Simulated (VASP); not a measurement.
NaH, 2 atoms in the cell. Symmetry: Fm-3m, No. 225, cubic system. The conventional cell has a = 4.795 Å, b = 4.795 Å, c = 4.795 Å, α = 90.00°, β = 90.00°, γ = 90.00°. Within 3.2 Å of Na (site symmetry m-3m) lie 6 H at 2.40 Å. H (site symmetry m-3m) has 6 Na at 2.40 Å within 3.2 Å. 

| Quantity | Value |
| --- | --- |
| Program | VASP 6.6.1 |
| Task | single point |
| Functional | r2SCAN |
| Potentials or basis | VASP PAW PBE potentials, release 64 (Na_pv, H) |
| Cutoff | 520 eV |
| k mesh | 10 × 10 × 10 |
| Occupations | gaussian, width 0.01 eV |
| Spin | no spin polarisation |
| Dipole correction | no |
| Further INCAR settings | ALGO = Normal; EDIFF = 1e-06; NBANDS = 11 |

Potentials or basis: VASP PAW PBE potentials, release 64 (Na_pv, H).

The run is started by

```bash
$ cat potpaw_PBE.64/Na_pv/POTCAR potpaw_PBE.64/H/POTCAR > POTCAR
$ cp INCAR.step1 INCAR
$ mpirun -np 1 vasp_std > vasp.out
$ cp INCAR.step2 INCAR
$ mpirun -np 1 vasp_std > vasp.out
```

Hardware: 1 thread of Intel(R) Xeon(R) 6975P-C (Granite Rapids), on a shared host.

Question: Estimate the wall time of this run.

Answer: Wall time 54 s on 1 thread of Intel(R) Xeon(R) 6975P-C (Granite Rapids), with other jobs on the host, peak memory 0.16 GiB. Counts: k points 47.
